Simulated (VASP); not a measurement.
# Pt (Cmce) in VASP: single point with PBE

Aim: the single point of Pt with PBE.

Everything below comes from runs of VASP 6.6.1. Logs are shortened: lines on timing, memory, paths and dates and some standing lists are left out, and cuts for length are marked.

## 1. The cell of the first run

Symmetry: Cmce, No. 64, orthorhombic system. The conventional cell has a = 3.159 Å, b = 10.020 Å, c = 4.180 Å, α = 90.00°, β = 90.00°, γ = 90.00°. Within 2.7 Å of Pt (site symmetry m) lie 3 Pt at 2.07 to 2.10 Å.

## 2. Single point, PBE

Contents of INCAR:

```
SYSTEM = Pt
PREC = Accurate
ENCUT = 570
EDIFF = 1E-6
ISMEAR = 0
SIGMA = 0.1
LREAL = .FALSE.
LASPH = .TRUE.
NELM = 120
ALGO = Normal
ISIF = 2
LWAVE = .FALSE.
LCHARG = .TRUE.
GGA = PE
LELF = .TRUE.
LVHAR = .TRUE.
NBANDS = 44
GGA_COMPAT = .FALSE.
```

Contents of KPOINTS:

```
regular mesh
0
G
  6 6 4
  0 0 0
```

Contents of POSCAR:

```
Pt
1.0
    1.5794096832     -5.0102119859      0.0000000000
    1.5794096832      5.0102119859      0.0000000000
    0.0000000000      0.0000000000      4.1799482854
Pt
4
Direct
    0.0980000000      0.9020000000      0.9100000000
    0.5980000000      0.4020000000      0.5900000000
    0.9020000000      0.0980000000      0.0900000000
    0.4020000000      0.5980000000      0.4100000000
```

Potentials or basis: VASP PAW PBE potentials, release 64 (Pt_sv_GW).

On the command line:

```sh
> cat potpaw_PBE.64/Pt_sv_GW/POTCAR > POTCAR
> mpirun -np 1 vasp_std > vasp.out
```

OUTCAR:

```text
SYSTEM = Pt
   PREC = Accurate
   ENCUT = 570
   EDIFF = 1E-6
   ISMEAR = 0
   LREAL = .FALSE.
   LASPH = .TRUE.
   NELM = 120
   ISIF = 2
   GGA = PE

 ion  position               nearest neighbor table
   1  0.098  0.902  0.910-   2 2.07   2 2.07   3 2.10   2 3.25   2 3.25   4 3.27   4 3.27   4 3.27
                             4 3.27
   2  0.598  0.402  0.590-   1 2.07   1 2.07   4 2.10   1 3.25   1 3.25   3 3.27   3 3.27   3 3.27
                             3 3.27
   3  0.902  0.098  0.090-   4 2.07   4 2.07   1 2.10   4 3.25   4 3.25   2 3.27   2 3.27   2 3.27
                             2 3.27
   4  0.402  0.598  0.410-   3 2.07   3 2.07   2 2.10   3 3.25   3 3.25   1 3.27   1 3.27   1 3.27
                             1 3.27

  LATTYP: Found a base centered orthorhombic cell.
 ALAT       =     3.1588193664
 B/A-ratio  =     3.1722054380
 C/A-ratio  =     1.3232628399

  Lattice vectors:

 A1 = (   1.5794096832,  -5.0102119859,   0.0000000000)
 A2 = (   1.5794096832,   5.0102119859,   0.0000000000)
 A3 = (   0.0000000000,   0.0000000000,   4.1799482854)

Analysis of symmetry for initial positions (statically):
=====================================================================
 Subroutine PRICEL returns:
 Original cell was already a primitive cell.

 Routine SETGRP: Setting up the symmetry group for a
 base centered orthorhombic supercell.

 Subroutine GETGRP returns: Found  8 space group operations
 (whereof  4 operations were pure point group operations)
 out of a pool of  8 trial point group operations.

The static configuration has the point symmetry C_2h.
 The point group associated with its full space group is D_2h.

Analysis of symmetry for dynamics (positions and initial velocities):
=====================================================================
 Subroutine PRICEL returns:
 Original cell was already a primitive cell.

 Routine SETGRP: Setting up the symmetry group for a
 base centered orthorhombic supercell.

 Subroutine GETGRP returns: Found  8 space group operations
 (whereof  4 operations were pure point group operations)
 out of a pool of  8 trial point group operations.

The dynamic configuration has the point symmetry C_2h.
 The point group associated with its full space group is D_2h.

 Subroutine INISYM returns: Found  8 space group operations
 (whereof  4 operations are pure point group operations),
 and found     1 'primitive' translations

----------------------------------------------------------------------------------------

                                     Primitive cell

  volume of cell :      66.1533

  direct lattice vectors                    reciprocal lattice vectors
     1.579409683 -5.010211986  0.000000000     0.316573974 -0.099796177  0.000000000
     1.579409683  5.010211986  0.000000000     0.316573974  0.099796177  0.000000000
     0.000000000  0.000000000  4.179948285     0.000000000  0.000000000  0.239237410

  length of vectors
     5.253261757  5.253261757  4.179948285     0.331931255  0.331931255  0.239237410

  position of ions in fractional coordinates (direct lattice)
     0.098000000  0.902000000  0.910000000
     0.598000000  0.402000000  0.590000000
     0.902000000  0.098000000  0.090000000
     0.402000000  0.598000000  0.410000000

  ion indices of the primitive-cell ions
   primitive index   ion index
                 1           1
                 2           2
                 3           3
                 4           4

----------------------------------------------------------------------------------------

 KPOINTS: regular mesh

Automatic generation of k-mesh.
 Grid dimensions read from file:
 generate k-points for:    6    6    4

 Generating k-lattice:

  Cartesian coordinates                     Fractional coordinates (reciprocal lattice)
     0.052762329 -0.016632696  0.000000000     0.166666667  0.000000000  0.000000000
     0.052762329  0.016632696  0.000000000     0.000000000  0.166666667  0.000000000
     0.000000000  0.000000000  0.059809352     0.000000000  0.000000000  0.250000000

  Length of vectors
     0.055321876  0.055321876  0.059809352

  Shift w.r.t. Gamma in fractional coordinates (k-lattice)
     0.000000000  0.000000000  0.000000000

 Subroutine IBZKPT returns following result:
 ===========================================

 Found     39 irreducible k-points:

 Following reciprocal coordinates:
            Coordinates               Weight
  0.000000  0.000000  0.000000      1.000000
  0.166667  0.000000  0.000000      4.000000
  0.333333  0.000000  0.000000      4.000000
  0.500000  0.000000  0.000000      2.000000
  0.166667  0.166667  0.000000      2.000000
  0.333333  0.166667  0.000000      4.000000
[... 16 lines left out ...]
  0.333333  0.333333  0.250000      4.000000
  0.500000  0.333333  0.250000      8.000000
 [... further k-points ...]
   k-points           NKPTS =     39   k-points in BZ     NKDIM =     39   number of bands    NBANDS=     44
   number of dos      NEDOS =    301   number of ions     NIONS =      4
   total plane-waves  NPLWV =  63504
   dimension x,y,z NGX =    42 NGY =   42 NGZ =   36
   dimension x,y,z NGXF=    84 NGYF=   84 NGZF=   72
   ions per type =               4
   NGX,Y,Z   is equivalent  to a cutoff of  13.29, 13.29, 14.32 a.u.
   NGXF,Y,Z  is equivalent  to a cutoff of  26.58, 26.58, 28.64 a.u.
 SYSTEM =  Pt
   PREC   = accura    normal or accurate (medium, high low for compatibility)
   ISTART =      0    job   : 0-new  1-cont  2-samecut
   ICHARG =      2    charge: 1-file 2-atom 10-const
   ISPIN  =      1    spin polarized calculation?
   LNONCOLLINEAR =      F non collinear calculations
   LSORBIT =      F    spin-orbit coupling
   LASPH  =      T    aspherical Exc in radial PAW
   ENCUT  =  570.0 eV  41.89 Ry    6.47 a.u.  10.23 10.23  8.14*2*pi/ulx,y,z
   NELM   =    120;   NELMIN=  2; NELMDL= -5     # of ELM steps
   EDIFF  = 0.1E-05   stopping-criterion for ELM
   LREAL  =      F    real-space projection
   EDIFFG = 0.1E-04   stopping-criterion for IOM
   NSW    =      0    number of steps for IOM
   IBRION =     -1    ionic relax: 0-MD 1-quasi-New 2-CG
   NFREE  =      0    steps in history (QN), initial steepest desc. (CG)
   ISIF   =      2    stress and relaxation
   ISYM   =      2    0-nonsym 1-usesym 2-fastsym
   POTIM  = 0.5000    time-step for ionic-motion
   TEBEG  =    0.0;   TEEND  =   0.0 temperature during run
   PSTRESS=    0.0 pullay stress
   NELECT =      72.0000    total number of electrons
   NUPDOWN=      -1.0000    fix difference up-down
   EMIN   =  10.00;   EMAX   =-10.00  energy-range for DOS
   EFERMI =   0.00;   METHOD = LEGACY
   ISMEAR =     0;   SIGMA  =   0.10  broadening in eV -4-tet -1-fermi 0-gaus
   EFERMI_NEDOS =   21; number of points for ismear=-14 and -15
   IALGO  =     38    algorithm
   IMIX   =      4    mixing-type and parameters
     AMIX     =   0.40;   BMIX     =  1.00
     AMIX_MAG =   1.60;   BMIX_MAG =  1.00
  volume/ion in A,a.u.               =      16.54       111.61
  Fermi-wavevector in a.u.,A,eV,Ry     =   1.683973  3.182247 38.582915  2.835764
  Thomas-Fermi vector in A             =   2.767078
   LORBIT       =      0    0 simple, 1 ext, 2 COOP (PROOUT), +10 PAW based schemes
   GGA     = PE    functional components
   LHFCALC =     F    Hartree Fock is set to
   AEXX    =    0.0000 exact exchange contribution
   IVDW    =     0    specifies the selected vdW correction
   LEPSILON=     F    determine dielectric tensor
   LRPA    =     F    only Hartree local field effects (RPA)
 non-spin polarized calculation
 Gauss-broadening in eV      SIGMA  =   0.10
  energy-cutoff  :      570.00
  volume of cell :       66.15
 maximum number of plane-waves:      2064
 NGX is ok and might be reduce to    42
   NGX = 21   NGY = 21   NGZ = 17

 number of electron      71.9999999 magnetization

 Free energy of the ion-electron system (eV)
  ---------------------------------------------------
  ext. energy  EPLUGINS =         0.00000000
  ---------------------------------------------------
  free energy    TOTEN  =        -5.83709232 eV

  energy without entropy =       -5.81699418  energy(sigma->0) =       -5.82704325

 E-fermi :  10.2911     XC(G=0): -13.0589

 val. band max:       10.2644827263   @ k =   0.3333   0.1667   0.2500
 cond. band min:      10.2955354477   @ k =   0.3333   0.3333   0.0000
 fundamental gap:      0.0310527214
 Fermi energy:        10.2910820339

 k-point     1 :       0.0000    0.0000    0.0000
  band No.  band energies     occupation
      1     -90.1260      2.00000
      2     -89.9324      2.00000
      3     -89.6631      2.00000
      4     -89.4694      2.00000
      5     -45.5155      2.00000
      6     -45.4358      2.00000
[... 36 lines left out ...]
     43      20.1756      0.00000
     44      20.5581      0.00000

 k-point     2 :       0.1667    0.0000    0.0000
  band No.  band energies     occupation
      1     -90.0945      2.00000
      2     -89.9011      2.00000
      3     -89.6940      2.00000
      4     -89.5001      2.00000
      5     -45.5150      2.00000
      6     -45.4891      2.00000
[... 36 lines left out ...]
     43      18.2939      0.00000
     44      20.1769      0.00000

 k-point     3 :       0.3333    0.0000    0.0000
  band No.  band energies     occupation
      1     -90.0098      2.00000
      2     -89.8166      2.00000
      3     -89.7786      2.00000
      4     -89.5849      2.00000
      5     -45.5599      2.00000
      6     -45.5297      2.00000
[... 36 lines left out ...]
     43      16.9780      0.00000
     44      19.1900      0.00000

 k-point     4 :       0.5000    0.0000    0.0000
  band No.  band energies     occupation
      1     -89.8940      2.00000
      2     -89.8940      2.00000
      3     -89.7006      2.00000
      4     -89.7006      2.00000
      5     -45.5635      2.00000
      6     -45.5635      2.00000
[... 882 lines left out ...]
     43      20.2469      0.00000
     44      20.5862      0.00000

 k-point    23 :       0.3333    0.3333    0.2500
  band No.  band energies     occupation
      1     -89.9939      2.00000
      2     -89.8803      2.00000
      3     -89.7146      2.00000
      4     -89.6015      2.00000
      5     -45.5431      2.00000
      6     -45.5016      2.00000
[... 36 lines left out ...]
     43      18.6389      0.00000
     44      19.6948      0.00000

 k-point    24 :       0.5000    0.3333    0.2500
  band No.  band energies     occupation
      1     -90.0748      2.00000
      2     -89.9461      2.00000
      3     -89.6496      2.00000
      4     -89.5204      2.00000
      5     -45.4677      2.00000
      6     -45.4607      2.00000
[... 36 lines left out ...]
     43      20.4736      0.00000
     44      21.4302      0.00000

 [... further k-points ...]

------------------------ aborting loop because EDIFF is reached ----------------------------------------

  FORCE on cell =-STRESS in cart. coord.  units (eV):
  Direction    XX          YY          ZZ          XY          YZ          ZX
  --------------------------------------------------------------------------------------
  -------------------------------------------------------------------------------------
  Total       80.1634134     46.6039321     60.2833773      0.0000000      0.0000000      0.0000000
  in kB     1941.4892115   1128.7073183   1460.0117634      0.0000000      0.0000000      0.0000000
  external PRESSURE =    1510.0694311 kB  Pullay stress =       0.0000000 kB

 VOLUME and BASIS-vectors are now :
 -----------------------------------------------------------------------------
  energy-cutoff  :      570.00
  volume of cell :       66.15
      direct lattice vectors                 reciprocal lattice vectors
     1.579409683 -5.010211986  0.000000000     0.316573974 -0.099796177  0.000000000
     1.579409683  5.010211986  0.000000000     0.316573974  0.099796177  0.000000000
     0.000000000  0.000000000  4.179948285     0.000000000  0.000000000  0.239237410

 POSITION                                       TOTAL-FORCE (eV/Angst)
 -----------------------------------------------------------------------------------
      1.57941      4.02821      3.80375         0.000000    -12.979014     15.894796
      1.57941     -0.98200      2.46617         0.000000    -12.979014    -15.894796
      1.57941     -4.02821      0.37620         0.000000     12.979014    -15.894796
      1.57941      0.98200      1.71378         0.000000     12.979014     15.894796
 -----------------------------------------------------------------------------------
    total drift:                               -0.000000     -0.000000      0.000000

  FREE ENERGIE OF THE ION-ELECTRON SYSTEM (eV)
  ---------------------------------------------------
  free  energy   TOTEN  =        -5.8370923244 eV

  energy  without entropy=       -5.8169941831  energy(sigma->0) =       -5.82704325
```

It took 2.3 min on 1 thread of Intel Xeon Platinum 8488C (Sapphire Rapids), shared host; peak memory 0.29 GiB.

Results:

| Item | Value |
| --- | --- |
| Free energy | -5.8371 eV |
| Pressure | 151.0 GPa |
| Largest force | 20.521 eV/Å |
| Band gap on the k mesh | zero (bands 36 and 37 overlap by 1.36 eV) |

Forces on the atoms (eV/Å):
```
Pt    0.000 -12.979  15.895
Pt    0.000 -12.979 -15.895
Pt    0.000  12.979 -15.895
Pt    0.000  12.979  15.895
```

Levels at points of the mesh, in eV from the Fermi level:
```tsv
k point	band 33	band 34	band 35	band 36	band 37	band 38	band 39	band 40
(0.00, 0.00, 0.00)	-1.21	-0.52	-0.44	0.71	1.15	1.22	1.64	4.62
(0.50, 0.00, 0.00)	-1.18	-1.18	-0.56	-0.56	-0.45	-0.45	2.82	2.82
(0.50, 0.50, 0.00)	-0.91	-0.55	-0.13	0.91	0.97	1.63	5.26	5.44
(0.00, 0.00, 0.50)	-1.59	-1.59	-0.17	-0.17	-0.04	-0.04	2.45	2.45
(0.50, 0.00, 0.50)	-1.04	-1.04	-0.46	-0.46	0.74	0.74	2.66	2.66
(0.50, 0.50, 0.50)	-1.25	-1.25	-0.25	-0.25	-0.24	-0.24	0.19	0.19
```

Caveat: the k points lie up to 0.38 Å⁻¹ apart, too coarse for converged energies and pressures of a metal; spin-orbit coupling is left out, which moves the levels of the heavy elements; forces of over 1 eV/Å act on the atoms, so gaps and moduli don't describe the material at rest.

The gap in the log of VASP goes by the Fermi energy; the results here count the filled bands.